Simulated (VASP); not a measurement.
# NaF (Fm-3m) in VASP: elastic constants with PBEsol

Aim: the elastic constants of NaF with PBEsol.

Everything below comes from runs of VASP 6.6.1. Logs are shortened: lines on timing, memory, paths and dates and some standing lists are left out, and cuts for length are marked.

## 1. The cell of the first run

The structure is cubic, space group Fm-3m (No. 225). Conventional cell: a = 4.629 Å, b = 4.629 Å, c = 4.629 Å, α = 90.00°, β = 90.00°, γ = 90.00°. Within 3.1 Å of Na (site symmetry m-3m) lie 6 F at 2.31 Å. F (site symmetry m-3m) has 6 Na at 2.31 Å within 3.1 Å.

## 2. Elastic constants, PBEsol

INCAR reads:

```
SYSTEM = NaF
  PREC = Accurate
  ENCUT = 600
  EDIFF = 1E-8
  ISMEAR = 0
  SIGMA = 0.01
  LREAL = .False.
  LASPH = .True.
  NELM = 100
  ALGO = Normal
  ISIF = 3
  LWAVE = .False.
  LCHARG = .False.
  GGA = PS
  IBRION = 6
  NFREE = 2
  POTIM = 0.015
  NSW = 1
```

KPOINTS reads:

```
Automatic mesh
0
Gamma
  8 8 8
  0 0 0
```

POSCAR reads:

```
NaF
1.0
    0.0000000000      2.3145907711      2.3145907711
    2.3145907711      0.0000000000      2.3145907711
    2.3145907711      2.3145907711      0.0000000000
Na F
1 1
Direct
    0.0000000000      0.0000000000      0.0000000000
    0.5000000000      0.5000000000      0.5000000000
```

Potentials or basis: VASP PAW PBE potentials, release 64 (Na_pv, F).

Started as:

```bash
> cat potpaw_PBE.64/Na_pv/POTCAR potpaw_PBE.64/F/POTCAR > POTCAR
> mpirun -np 1 vasp_std > vasp.out
```

OUTCAR:

```text
SYSTEM = NaF
   PREC = Accurate
   ENCUT = 600
   EDIFF = 1E-8
   ISMEAR = 0
   LREAL = .False.
   LASPH = .True.
   NELM = 100
   ISIF = 3
   GGA = PS
   IBRION = 6
   NFREE = 2
   POTIM = 0.015
   NSW = 1

 ion  position               nearest neighbor table
   1  0.000  0.000  0.000-   2 2.31   2 2.31   2 2.31   2 2.31   2 2.31   2 2.31
   2  0.500  0.500  0.500-   1 2.31   1 2.31   1 2.31   1 2.31   1 2.31   1 2.31

  LATTYP: Found a face centered cubic cell.
 ALAT       =     4.6291815422

  Lattice vectors:

 A1 = (   0.0000000000,   2.3145907711,   2.3145907711)
 A2 = (   2.3145907711,   0.0000000000,   2.3145907711)
 A3 = (   2.3145907711,   2.3145907711,   0.0000000000)

Analysis of symmetry for initial positions (statically):
=====================================================================
 Subroutine PRICEL returns:
 Original cell was already a primitive cell.

 Routine SETGRP: Setting up the symmetry group for a
 face centered cubic supercell.

 Subroutine GETGRP returns: Found 48 space group operations
 (whereof 48 operations were pure point group operations)
 out of a pool of 48 trial point group operations.

The static configuration has the point symmetry O_h .

Analysis of symmetry for dynamics (positions and initial velocities):
=====================================================================
 Subroutine PRICEL returns:
 Original cell was already a primitive cell.

 Routine SETGRP: Setting up the symmetry group for a
 face centered cubic supercell.

 Subroutine GETGRP returns: Found 48 space group operations
 (whereof 48 operations were pure point group operations)
 out of a pool of 48 trial point group operations.

The dynamic configuration has the point symmetry O_h .

 Subroutine INISYM returns: Found 48 space group operations
 (whereof 48 operations are pure point group operations),
 and found     1 'primitive' translations

----------------------------------------------------------------------------------------

                                     Primitive cell

  volume of cell :      24.8001

  direct lattice vectors                    reciprocal lattice vectors
     0.000000000  2.314590771  2.314590771    -0.216020908  0.216020908  0.216020908
     2.314590771  0.000000000  2.314590771     0.216020908 -0.216020908  0.216020908
     2.314590771  2.314590771  0.000000000     0.216020908  0.216020908 -0.216020908

  length of vectors
     3.273325660  3.273325660  3.273325660     0.374159188  0.374159188  0.374159188

  position of ions in fractional coordinates (direct lattice)
     0.000000000  0.000000000  0.000000000
     0.500000000  0.500000000  0.500000000

  ion indices of the primitive-cell ions
   primitive index   ion index
                 1           1
                 2           2

----------------------------------------------------------------------------------------

 KPOINTS: Automatic mesh

Automatic generation of k-mesh.
 Grid dimensions read from file:
 generate k-points for:    8    8    8

 Generating k-lattice:

  Cartesian coordinates                     Fractional coordinates (reciprocal lattice)
    -0.027002613  0.027002613  0.027002613     0.125000000  0.000000000  0.000000000
[... 112 lines left out ...]

  FORCE on cell =-STRESS in cart. coord.  units (eV):
  Direction    XX          YY          ZZ          XY          YZ          ZX
  --------------------------------------------------------------------------------------
  -------------------------------------------------------------------------------------
  Total       -0.0168627     -0.0168627     -0.0168627      0.0000000      0.0000000      0.0000000
  in kB       -1.0893954     -1.0893954     -1.0893954      0.0000000      0.0000000      0.0000000
  external PRESSURE =      -1.0893954 kB  Pullay stress =       0.0000000 kB
[... 89 lines left out ...]
  FREE ENERGIE OF THE ION-ELECTRON SYSTEM (eV)
  ---------------------------------------------------
  free  energy   TOTEN  =        -8.7688812724 eV

  energy  without entropy=       -8.7688812724  energy(sigma->0) =       -8.76888127

[... ionic steps 4 to 14 ...]

--------------------------------------- Ionic step       15  -------------------------------------------

 number of electron      14.0000004 magnetization

------------------------ aborting loop because EDIFF is reached ----------------------------------------
[... 67 lines left out ...]
--------------------------------------- Ionic step       17  -------------------------------------------

 number of electron      14.0000006 magnetization

 Free energy of the ion-electron system (eV)
  ---------------------------------------------------
  ext. energy  EPLUGINS =         0.00000000
  ---------------------------------------------------
  free energy    TOTEN  =        -8.77028947 eV

  energy without entropy =       -8.77028947  energy(sigma->0) =       -8.77028947

 E-fermi :  -2.1161     XC(G=0):  -9.3490

 val. band max:       -2.1656425934   @ k =   0.0000   0.0000   0.0000
 cond. band min:       4.0132827786   @ k =   0.0000   0.0000   0.0000
 fundamental gap:      6.1789253720
 Fermi energy:        -2.1161176629

 k-point     1 :       0.0000    0.0000    0.0000
  band No.  band energies     occupation
      1     -21.2290      2.00000
      2     -20.9239      2.00000
      3     -20.9239      2.00000
      4     -20.9232      2.00000
      5      -2.1656      2.00000
      6      -2.1656      2.00000
      7      -2.1656      2.00000
      8       4.0133      0.00000
      9      16.7020      0.00000
     10      16.7023      0.00000
     11      16.7023      0.00000
[... 309 lines left out ...]
 k-point    24 :      -0.3750    0.2500    0.1250
  band No.  band energies     occupation
      1     -21.6685      2.00000
      2     -20.9806      2.00000
      3     -20.9561      2.00000
      4     -20.3126      2.00000
      5      -3.5033      2.00000
      6      -2.7557      2.00000
      7      -2.5087      2.00000
      8       9.4689      0.00000
      9      10.4286      0.00000
     10      14.8830      0.00000
     11      16.7223      0.00000

 [... further k-points ...]

------------------------ aborting loop because EDIFF is reached ----------------------------------------

  FORCE on cell =-STRESS in cart. coord.  units (eV):
  Direction    XX          YY          ZZ          XY          YZ          ZX
  --------------------------------------------------------------------------------------
  -------------------------------------------------------------------------------------
  Total       -0.0126340     -0.0165834     -0.0165834     -0.0000000      0.0000000      0.0000000
  in kB       -0.8162068     -1.0713528     -1.0713528     -0.0000000      0.0000000      0.0000000
  external PRESSURE =      -0.9863042 kB  Pullay stress =       0.0000000 kB
[... 17 lines left out ...]
  FREE ENERGIE OF THE ION-ELECTRON SYSTEM (eV)
  ---------------------------------------------------
  free  energy   TOTEN  =        -8.7702894651 eV

  energy  without entropy=       -8.7702894651  energy(sigma->0) =       -8.77028947

 INTERNAL STRAIN TENSORS FROM STRAINED CELLS
 ============================================

 INTERNAL STRAIN TENSOR FOR ION    1 for displacements in x,y,z  (eV/Angst):
          X           Y           Z          XY          YZ          ZX
  --------------------------------------------------------------------------------
  x    -0.00000     0.00000    -0.00000    -0.00000     0.00000     0.00000
  y     0.00000     0.00000     0.00000     0.00000    -0.00000     0.00000
  z    -0.00000    -0.00000    -0.00000     0.00000    -0.00000     0.00000

 INTERNAL STRAIN TENSORS FROM DISPLACED ATOMS
 ============================================

 INTERNAL STRAIN TENSOR FOR ION    1 for displacements in x,y,z  (eV/Angst):
          X           Y           Z          XY          YZ          ZX
  --------------------------------------------------------------------------------
  x     0.00000     0.00000     0.00000     0.00000     0.00000     0.00000
  y     0.00000     0.00000     0.00000     0.00000     0.00000     0.00000
  z     0.00000     0.00000     0.00000     0.00000     0.00000     0.00000

 INTERNAL STRAIN TENSOR FOR ION    2 for displacements in x,y,z  (eV/Angst):
          X           Y           Z          XY          YZ          ZX
  --------------------------------------------------------------------------------
  x     0.00000     0.00000     0.00000     0.00000     0.00000     0.00000
  y     0.00000     0.00000     0.00000     0.00000     0.00000     0.00000
  z     0.00000     0.00000     0.00000     0.00000     0.00000     0.00000

 Eigenvectors and eigenvalues of the dynamical matrix
 ----------------------------------------------------

   1 f  =    7.341170 THz    46.125929 2PiTHz  244.875057 cm-1    30.360624 meV
             X         Y         Z           dx          dy          dz
      0.000000  0.000000  0.000000     0.000000    0.673544    0.000000
      2.314591  2.314591  2.314591     0.000000   -0.739147    0.000000
[... 21 lines left out ...]
   6 f/i=    0.008844 THz     0.055569 2PiTHz    0.295008 cm-1     0.036576 meV
             X         Y         Z           dx          dy          dz
      0.000000  0.000000  0.000000     0.000000    0.000000    0.739147
      2.314591  2.314591  2.314591     0.000000    0.000000    0.673544

--------------------------------------------------------------------------------------------------------

 ELASTIC MODULI CONTR FROM IONIC RELAXATION (kBar)
 Direction    XX          YY          ZZ          XY          YZ          ZX
 --------------------------------------------------------------------------------
 XX           0.0000      0.0000      0.0000      0.0000      0.0000      0.0000
 YY           0.0000      0.0000      0.0000      0.0000      0.0000      0.0000
 ZZ           0.0000      0.0000      0.0000      0.0000      0.0000      0.0000
 XY           0.0000      0.0000      0.0000      0.0000      0.0000      0.0000
 YZ           0.0000      0.0000      0.0000      0.0000      0.0000      0.0000
 ZX           0.0000      0.0000      0.0000      0.0000      0.0000      0.0000
 --------------------------------------------------------------------------------

 TOTAL ELASTIC MODULI (kBar)
 Direction    XX          YY          ZZ          XY          YZ          ZX
 --------------------------------------------------------------------------------
 XX        1031.3121    210.1566    210.1566      0.0000      0.0000      0.0000
 YY         210.1566   1031.3121    210.1566     -0.0000      0.0000      0.0000
 ZZ         210.1566    210.1566   1031.3121      0.0000     -0.0000     -0.0000
 XY           0.0000     -0.0000      0.0000    266.1678      0.0000     -0.0000
 YZ           0.0000      0.0000     -0.0000      0.0000    266.1678      0.0000
 ZX           0.0000      0.0000     -0.0000     -0.0000      0.0000    266.1678
 --------------------------------------------------------------------------------
```

Run time: 4.6 min. Hardware: 1 thread of Intel Xeon Platinum 8259CL at 2.50GHz (Skylake/Cascade Lake), shared host; peak memory 0.22 GiB.

What came out:

| Property | Result |
| --- | --- |
| Elastic constants C11, C12, C44 | 103, 21, 27 GPa |
| Voigt bulk modulus | 48 GPa |
| Highest phonon frequency at Γ, LO-TO splitting left out | 245 cm⁻¹ |

Phonon frequencies in cm⁻¹ (negative: imaginary):
| q point | frequencies |
| --- | --- |
| (0.000, 0.000, 0.000) | 0 0 0 245 245 245 |

Elastic tensor in Voigt notation (GPa, in the Cartesian axes of the cell as first typed):
```
103  21  21   0   0   0
 21 103  21   0   0   0
 21  21 103   0   0   0
  0   0   0  27   0   0
  0   0   0   0  27   0
  0   0   0   0   0  27
```

Clamped-ion elastic tensor (GPa):
```
103  21  21   0   0   0
 21 103  21   0   0   0
 21  21 103   0   0   0
  0   0   0  27   0   0
  0   0   0   0  27   0
  0   0   0   0   0  27
```

Caveat: the PAW data sets were made with another functional, which shifts forces and pressure a little.
